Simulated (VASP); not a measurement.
A run of VASP 6.6.1 is set up as follows.

File INCAR:

```
SYSTEM = Na
PREC     = Accurate       ! precision mode
ENCUT    = 520            ! plane-wave cutoff, eV
EDIFF    = 1E-7           ! SCF threshold, eV
ISMEAR   = -1             ! smearing method
SIGMA    = 0.1            ! smearing width, eV
LREAL    = .False.        ! projectors in reciprocal space
LASPH    = .True.         ! aspherical terms in the spheres
NELM     = 80             ! most SCF steps
ALGO     = Normal         ! electronic algorithm
ISIF     = 2              ! what is computed and relaxed
LWAVE    = .False.        ! write WAVECAR
LCHARG   = .False.        ! write CHGCAR
GGA      = B5             ! functional
ALDAX    = 1.0          
AGGAX    = 1.0          
AGGAC    = 1.0          
ALDAC    = 0.0          
NBANDS   = 10             ! bands
```

Contents of KPOINTS:

```
Automatic mesh
0
Gamma
  17 17 17
  0 0 0
```

File POSCAR:

```
Na
1.0
    0.0000000000      2.6546664300      2.6546664300
    2.6546664300      0.0000000000      2.6546664300
    2.6546664300      2.6546664300      0.0000000000
Na
1
Direct
    0.0000000000      0.0000000000      0.0000000000
```

Potentials or basis: VASP PAW PBE potentials, release 64 (Na_pv).

Run with:

```console
$ cat potpaw_PBE.64/Na_pv/POTCAR > POTCAR
$ mpirun -np 1 vasp_std > vasp.out
```

(1) Estimate the pressure.

(2) What does it give for the band gap on the k mesh?

Results:

(1) 0.0 GPa.

(2) zero (an odd number of electrons rules out a gap without spin polarisation).

Caveat: the PAW data sets were made with another functional, which shifts forces and pressure a little.
